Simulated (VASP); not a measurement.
# ZrB2 (P6/mmm) in VASP: a series of runs

The runs below take ZrB2 through single point, with PBEsol.

All numbers are computed with VASP 6.6.1; they aren't measurements. Logs are shortened: lines on timing, memory, paths and dates and some standing lists are left out, and cuts for length are marked.

### 1 The cell of the first run

The structure is hexagonal, space group P6/mmm (No. 191). The conventional cell has a = 3.092 Å, b = 3.092 Å, c = 3.565 Å, α = 90.00°, β = 90.00°, γ = 120.00°. Zr (site symmetry 6/mmm) has 12 B at 2.52 Å and 6 Zr at 3.09 Å within 3.3 Å. B (site symmetry -6m2) has 3 B at 1.78 Å within 2.4 Å.

### 2 Single point, PBEsol

Contents of INCAR:

```
PREC     = Accurate       # precision mode
ENCUT    = 520            # plane-wave cutoff, eV
EDIFF    = 1E-7           # SCF threshold, eV
ISMEAR   = 0              # smearing method
SIGMA    = 0.15           # smearing width, eV
LREAL    = False          # projectors in reciprocal space
LASPH    = True           # aspherical terms in the spheres
NELM     = 100            # most SCF steps
ALGO     = Normal         # electronic algorithm
ISIF     = 2              # what is computed and relaxed
LWAVE    = False          # write WAVECAR
LCHARG   = True           # write CHGCAR
GGA      = PS             # functional
LELF     = True           # ELF
LVHAR    = True         
NBANDS   = 16             # bands
```

Contents of KPOINTS:

```
Automatic mesh
0
Gamma
  15 15 12
```

Contents of POSCAR:

```
ZrB2
1.0
    3.0917000000      0.0000000000      0.0000000000
   -1.5458500000      2.6774907409      0.0000000000
    0.0000000000      0.0000000000      3.5652000000
Zr B
1 2
Direct
    0.0000000000      0.0000000000      0.0000000000
    0.3333333333      0.6666666667      0.5000000000
    0.6666666667      0.3333333333      0.5000000000
```

Potentials or basis: VASP PAW PBE potentials, release 64 (Zr_sv, B).

The run is started by

```sh
$ cat potpaw_PBE.64/Zr_sv/POTCAR potpaw_PBE.64/B/POTCAR > POTCAR
$ mpirun -np 1 vasp_std > vasp.out
```

OUTCAR:

```text
PREC = Accurate
   ENCUT = 520
   EDIFF = 1E-7
   ISMEAR = 0
   LREAL = False
   LASPH = True
   NELM = 100
   ISIF = 2
   GGA = PS

 ion  position               nearest neighbor table
   1  0.000  0.000  0.000-   2 2.52   3 2.52   2 2.52   3 2.52   3 2.52   3 2.52   2 2.52   2 2.52
                             3 2.52   3 2.52   2 2.52   2 2.52
   2  0.333  0.667  0.500-   3 1.78   3 1.78   3 1.78   1 2.52   1 2.52   1 2.52   1 2.52   1 2.52
                             1 2.52
   3  0.667  0.333  0.500-   2 1.78   2 1.78   2 1.78   1 2.52   1 2.52   1 2.52   1 2.52   1 2.52
                             1 2.52

  LATTYP: Found a hexagonal cell.
 ALAT       =     3.0917000000
 C/A-ratio  =     1.1531519876

  Lattice vectors:

 A1 = (   3.0917000000,   0.0000000000,   0.0000000000)
 A2 = (  -1.5458500000,   2.6774907409,   0.0000000000)
 A3 = (   0.0000000000,   0.0000000000,   3.5652000000)

Analysis of symmetry for initial positions (statically):
=====================================================================
 Subroutine PRICEL returns:
 Original cell was already a primitive cell.

 Routine SETGRP: Setting up the symmetry group for a
 hexagonal supercell.

 Subroutine GETGRP returns: Found 24 space group operations
 (whereof 24 operations were pure point group operations)
 out of a pool of 24 trial point group operations.

The static configuration has the point symmetry D_6h.

Analysis of symmetry for dynamics (positions and initial velocities):
=====================================================================
 Subroutine PRICEL returns:
 Original cell was already a primitive cell.

 Routine SETGRP: Setting up the symmetry group for a
 hexagonal supercell.

 Subroutine GETGRP returns: Found 24 space group operations
 (whereof 24 operations were pure point group operations)
 out of a pool of 24 trial point group operations.

The dynamic configuration has the point symmetry D_6h.

 Subroutine INISYM returns: Found 24 space group operations
 (whereof 24 operations are pure point group operations),
 and found     1 'primitive' translations

----------------------------------------------------------------------------------------

                                     Primitive cell

  volume of cell :      29.5127

  direct lattice vectors                    reciprocal lattice vectors
     3.091700000  0.000000000  0.000000000     0.323446647  0.186742009  0.000000000
    -1.545850000  2.677490741  0.000000000     0.000000000  0.373484018  0.000000000
     0.000000000  0.000000000  3.565200000     0.000000000  0.000000000  0.280489173

  length of vectors
     3.091700000  3.091700000  3.565200000     0.373484018  0.373484018  0.280489173

  position of ions in fractional coordinates (direct lattice)
     0.000000000  0.000000000  0.000000000
     0.333333333  0.666666667  0.500000000
     0.666666667  0.333333333  0.500000000

  ion indices of the primitive-cell ions
   primitive index   ion index
                 1           1
                 2           2
                 3           3

----------------------------------------------------------------------------------------

 KPOINTS: Automatic mesh

Automatic generation of k-mesh.
 Grid dimensions read from file:
 generate k-points for:   15   15   12

 Generating k-lattice:

  Cartesian coordinates                     Fractional coordinates (reciprocal lattice)
     0.021563110  0.012449467  0.000000000     0.066666667  0.000000000  0.000000000
     0.000000000  0.024898935  0.000000000     0.000000000  0.066666667  0.000000000
     0.000000000  0.000000000  0.023374098     0.000000000  0.000000000  0.083333333

  Length of vectors
     0.024898935  0.024898935  0.023374098

  Shift w.r.t. Gamma in fractional coordinates (k-lattice)
     0.000000000  0.000000000  0.000000000

 Subroutine IBZKPT returns following result:
 ===========================================

 Found    189 irreducible k-points:

 Following reciprocal coordinates:
            Coordinates               Weight
  0.000000  0.000000  0.000000      1.000000
  0.066667  0.000000  0.000000      6.000000
  0.133333  0.000000  0.000000      6.000000
  0.200000 -0.000000  0.000000      6.000000
  0.266667  0.000000  0.000000      6.000000
  0.333333  0.000000  0.000000      6.000000
[... 16 lines left out ...]
  0.333333  0.200000  0.000000     12.000000
  0.400000  0.200000  0.000000      6.000000
 [... further k-points ...]
   k-points           NKPTS =    189   k-points in BZ     NKDIM =    189   number of bands    NBANDS=     16
   number of dos      NEDOS =    301   number of ions     NIONS =      3
   total plane-waves  NPLWV =  16128
   dimension x,y,z NGX =    24 NGY =   24 NGZ =   28
   dimension x,y,z NGXF=    48 NGYF=   48 NGZF=   56
   ions per type =               1   2
   NGX,Y,Z   is equivalent  to a cutoff of  12.91, 12.91, 13.06 a.u.
   NGXF,Y,Z  is equivalent  to a cutoff of  25.81, 25.81, 26.11 a.u.
 SYSTEM =  unknown system
   PREC   = accura    normal or accurate (medium, high low for compatibility)
   ISTART =      0    job   : 0-new  1-cont  2-samecut
   ICHARG =      2    charge: 1-file 2-atom 10-const
   ISPIN  =      1    spin polarized calculation?
   LNONCOLLINEAR =      F non collinear calculations
   LSORBIT =      F    spin-orbit coupling
   LASPH  =      T    aspherical Exc in radial PAW
   ENCUT  =  520.0 eV  38.22 Ry    6.18 a.u.   5.75  5.75  6.63*2*pi/ulx,y,z
   NELM   =    100;   NELMIN=  2; NELMDL= -5     # of ELM steps
   EDIFF  = 0.1E-06   stopping-criterion for ELM
   LREAL  =      F    real-space projection
   EDIFFG = 0.1E-05   stopping-criterion for IOM
   NSW    =      0    number of steps for IOM
   IBRION =     -1    ionic relax: 0-MD 1-quasi-New 2-CG
   NFREE  =      0    steps in history (QN), initial steepest desc. (CG)
   ISIF   =      2    stress and relaxation
   ISYM   =      2    0-nonsym 1-usesym 2-fastsym
   POTIM  = 0.5000    time-step for ionic-motion
   TEBEG  =    0.0;   TEEND  =   0.0 temperature during run
   PSTRESS=    0.0 pullay stress
   NELECT =      18.0000    total number of electrons
   NUPDOWN=      -1.0000    fix difference up-down
   EMIN   =  10.00;   EMAX   =-10.00  energy-range for DOS
   EFERMI =   0.00;   METHOD = LEGACY
   ISMEAR =     0;   SIGMA  =   0.15  broadening in eV -4-tet -1-fermi 0-gaus
   EFERMI_NEDOS =   21; number of points for ismear=-14 and -15
   IALGO  =     38    algorithm
   IMIX   =      4    mixing-type and parameters
     AMIX     =   0.40;   BMIX     =  1.00
     AMIX_MAG =   1.60;   BMIX_MAG =  1.00
  volume/ion in A,a.u.               =       9.84        66.39
  Fermi-wavevector in a.u.,A,eV,Ry     =   1.388340  2.623583 26.225076  1.927489
  Thomas-Fermi vector in A             =   2.512476
   LORBIT       =      0    0 simple, 1 ext, 2 COOP (PROOUT), +10 PAW based schemes
   GGA     = PS    functional components
   LHFCALC =     F    Hartree Fock is set to
   AEXX    =    0.0000 exact exchange contribution
   IVDW    =     0    specifies the selected vdW correction
   LEPSILON=     F    determine dielectric tensor
   LRPA    =     F    only Hartree local field effects (RPA)
 non-spin polarized calculation
 Gauss-broadening in eV      SIGMA  =   0.15
  energy-cutoff  :      520.00
  volume of cell :       29.51
 maximum number of plane-waves:       806
 NGX is ok and might be reduce to    24
   NGX = 11   NGY = 11   NGZ = 13

 number of electron      18.0000000 magnetization

 Free energy of the ion-electron system (eV)
  ---------------------------------------------------
  ext. energy  EPLUGINS =         0.00000000
  ---------------------------------------------------
  free energy    TOTEN  =       -26.35573711 eV

  energy without entropy =      -26.35353732  energy(sigma->0) =      -26.35463721

 E-fermi :  10.8336     XC(G=0): -12.7260

 val. band max:       10.8050446863   @ k =   0.1333   0.1333   0.2500
 cond. band min:      10.9000998087   @ k =   0.0667   0.0667   0.4167
 fundamental gap:      0.0950551224
 Fermi energy:        10.8336427550

 k-point     1 :       0.0000    0.0000    0.0000
  band No.  band energies     occupation
      1     -37.5553      2.00000
      2     -15.8300      2.00000
      3     -15.1155      2.00000
      4     -15.1155      2.00000
      5      -2.0505      2.00000
      6       8.0673      2.00000
[... 8 lines left out ...]
     15      16.4400      0.00000
     16      16.5598      0.00000

 k-point     2 :       0.0667    0.0000    0.0000
  band No.  band energies     occupation
      1     -37.5486      2.00000
      2     -15.8204      2.00000
      3     -15.1709      2.00000
      4     -15.1274      2.00000
      5      -1.9567      2.00000
      6       8.1406      2.00000
[... 8 lines left out ...]
     15      16.9697      0.00000
     16      17.0350      0.00000

 k-point     3 :       0.1333    0.0000    0.0000
  band No.  band energies     occupation
      1     -37.5296      2.00000
      2     -15.7931      2.00000
      3     -15.3248      2.00000
      4     -15.1606      2.00000
      5      -1.6834      2.00000
      6       7.4494      2.00000
[... 8 lines left out ...]
     15      17.9952      0.00000
     16      18.2235      0.00000

 k-point     4 :       0.2000   -0.0000    0.0000
  band No.  band energies     occupation
      1     -37.5014      2.00000
      2     -15.7525      2.00000
      3     -15.5449      2.00000
      4     -15.2093      2.00000
      5      -1.2510      2.00000
      6       6.5389      2.00000
[... 8 lines left out ...]
     15      18.0381      0.00000
     16      19.4116      0.00000
[... 324 lines left out ...]
 k-point    22 :       0.2667    0.2000    0.0000
  band No.  band energies     occupation
      1     -37.4065      2.00000
      2     -16.0655      2.00000
      3     -15.6155      2.00000
      4     -15.5499      2.00000
      5       0.8822      2.00000
      6       4.2767      2.00000
[... 8 lines left out ...]
     15      19.1082      0.00000
     16      21.3713      0.00000

 k-point    23 :       0.3333    0.2000    0.0000
  band No.  band energies     occupation
      1     -37.3906      2.00000
      2     -16.1303      2.00000
      3     -15.6241      2.00000
      4     -15.5925      2.00000
      5       1.6854      2.00000
      6       3.4586      2.00000
[... 8 lines left out ...]
     15      20.1944      0.00000
     16      21.3240      0.00000

 k-point    24 :       0.4000    0.2000    0.0000
  band No.  band energies     occupation
      1     -37.3849      2.00000
      2     -16.1521      2.00000
      3     -15.6512      2.00000
      4     -15.5843      2.00000
      5       2.4395      2.00000
      6       2.6872      2.00000
[... 8 lines left out ...]
     15      20.8787      0.00000
     16      21.0934      0.00000

 [... further k-points ...]

------------------------ aborting loop because EDIFF is reached ----------------------------------------

  FORCE on cell =-STRESS in cart. coord.  units (eV):
  Direction    XX          YY          ZZ          XY          YZ          ZX
  --------------------------------------------------------------------------------------
  -------------------------------------------------------------------------------------
  Total        2.1863931      2.1863931     -0.3744029      0.0000000      0.0000000      0.0000000
  in kB      118.6942308    118.6942308    -20.3254688      0.0000000      0.0000000      0.0000000
  external PRESSURE =      72.3543309 kB  Pullay stress =       0.0000000 kB

 VOLUME and BASIS-vectors are now :
 -----------------------------------------------------------------------------
  energy-cutoff  :      520.00
  volume of cell :       29.51
      direct lattice vectors                 reciprocal lattice vectors
     3.091700000  0.000000000  0.000000000     0.323446647  0.186742009  0.000000000
    -1.545850000  2.677490741  0.000000000     0.000000000  0.373484018  0.000000000
     0.000000000  0.000000000  3.565200000     0.000000000  0.000000000  0.280489173

 POSITION                                       TOTAL-FORCE (eV/Angst)
 -----------------------------------------------------------------------------------
      0.00000      0.00000      0.00000        -0.000000     -0.000000     -0.000000
     -0.00000      1.78499      1.78260        -0.000000      0.000000      0.000000
      1.54585      0.89250      1.78260         0.000000     -0.000000     -0.000000
 -----------------------------------------------------------------------------------
    total drift:                               -0.000000      0.000000      0.000000

  FREE ENERGIE OF THE ION-ELECTRON SYSTEM (eV)
  ---------------------------------------------------
  free  energy   TOTEN  =       -26.3557371052 eV

  energy  without entropy=      -26.3535373246  energy(sigma->0) =      -26.35463721
```

Run time: 51 s. Hardware: 1 thread of AMD EPYC 9R45 (Zen 5), shared host; peak memory 0.18 GiB.

Results:

- Free energy: -26.3557 eV
- Pressure: 7.2 GPa
- Band gap on the k mesh: zero (bands 9 and 10 overlap by 1.05 eV)

Stress tensor (GPa, compression positive):
```
11.87  0.00  0.00
 0.00 11.87  0.00
 0.00  0.00 -2.03
```

Caveat: the cell stands under pressure; the PAW data sets were made with another functional, which shifts forces and pressure a little.

### 3 Single point, PBEsol

This run uses another cell than the first one, of 9.88 Å³/atom.

Contents of INCAR:

```
SYSTEM = ZrB2
ALGO = Normal ; EDIFF = 1E-6
ENCUT = 520 ; GGA = PS
ISIF = 2 ; ISMEAR = 0
LASPH = .TRUE. ; LCHARG = .FALSE.
LREAL = .FALSE. ; LWAVE = .FALSE.
NBANDS = 16 ; NELM = 100
PREC = Accurate ; SIGMA = 0.15
```

Contents of KPOINTS:

```
k-points
0
G
  15 15 12
  0 0 0
```

Contents of POSCAR:

```
ZrB2
1.0
    3.1233000000      0.0000000000      0.0000000000
   -1.5616500000      2.7048571436      0.0000000000
    0.0000000000      0.0000000000      3.5067416443
Zr B
1 2
Direct
    0.0000000000      0.0000000000      0.0000000000
    0.3333333333      0.6666666667      0.5000000000
    0.6666666667      0.3333333333      0.5000000000
```

Potentials or basis: VASP PAW PBE potentials, release 64 (Zr_sv, B).

The run is started by

```sh
$ cat potpaw_PBE.64/Zr_sv/POTCAR potpaw_PBE.64/B/POTCAR > POTCAR
$ mpirun -np 1 vasp_std > vasp.out
```

Run time: 41 s. Hardware: 1 thread of AMD EPYC 9R45 (Zen 5), shared host; peak memory 0.18 GiB.

The run converged. Its results:

* Free energy: -26.3896 eV
* Pressure: 5.7 GPa
* Band gap on the k mesh: zero (bands 9 and 10 overlap by 1.10 eV)

Stress tensor (GPa, compression positive):
```
7.07 0.00 0.00
0.00 7.07 0.00
0.00 0.00 3.07
```

Levels at points of the mesh, in eV from the Fermi level:
| k point | band 6 | band 7 | band 8 | band 9 | band 10 | band 11 | band 12 | band 13 |
| --- | --- | --- | --- | --- | --- | --- | --- | --- |
| (0.00, 0.00, 0.00) | -2.70 | -2.62 | -2.62 | -2.33 | 3.60 | 3.60 | 4.35 | 4.35 |
| (0.00, 0.00, 0.50) | -7.05 | -0.89 | -0.89 | 0.42 | 0.42 | 0.83 | 0.83 | 1.81 |

Caveat: the cell stands under pressure; the PAW data sets were made with another functional, which shifts forces and pressure a little.

### 4 Single point, PBEsol

This run uses another cell than the first one, of 9.95 Å³/atom.

Contents of INCAR:

```
SYSTEM = ZrB2
PREC = Accurate
ENCUT = 520
EDIFF = 1E-7
ISMEAR = 0
SIGMA = 0.15
LREAL = .FALSE.
LASPH = .TRUE.
NELM = 80
ALGO = Normal
ISIF = 2
LWAVE = .FALSE.
LCHARG = .FALSE.
GGA = PS
NBANDS = 16
```

Contents of KPOINTS:

```
Automatic mesh
0
G
  15 15 12
  0 0 0
```

Contents of POSCAR:

```
ZrB2
1.0
    3.0602000000      0.0000000000      0.0000000000
   -1.5301000000      2.6502109406      0.0000000000
    0.0000000000      0.0000000000      3.6821000000
Zr B
1 2
Direct
    0.0000000000      0.0000000000      0.0000000000
    0.3333333333      0.6666666667      0.5000000000
    0.6666666667      0.3333333333      0.5000000000
```

The run is started by

```sh
$ cat potpaw_PBE.64/Zr_sv/POTCAR potpaw_PBE.64/B/POTCAR > POTCAR
$ mpirun -np 1 vasp_std > vasp.out
```

Run time: 41 s. Hardware: 1 thread of AMD EPYC 9R45 (Zen 5), shared host; peak memory 0.18 GiB.

The run converged. Its results:

* Free energy: -26.2571 eV
* Pressure: 5.1 GPa
* Band gap on the k mesh: zero (bands 9 and 10 overlap by 0.99 eV)

Stress tensor (GPa, compression positive):
```
 14.66   0.00   0.00
  0.00  14.66   0.00
  0.00   0.00 -13.93
```

Levels at points of the mesh, in eV from the Fermi level:
| k point | band 7 | band 8 | band 9 | band 10 | band 11 | band 12 |
| --- | --- | --- | --- | --- | --- | --- |
| (0.00, 0.00, 0.00) | -2.78 | -2.02 | -2.02 | 3.72 | 3.72 | 3.84 |
| (0.00, 0.00, 0.50) | -0.47 | -0.47 | 0.74 | 0.90 | 0.90 | 1.18 |

Caveat: the cell stands under pressure; the PAW data sets were made with another functional, which shifts forces and pressure a little.

(Part 1 of 2 ends here.)
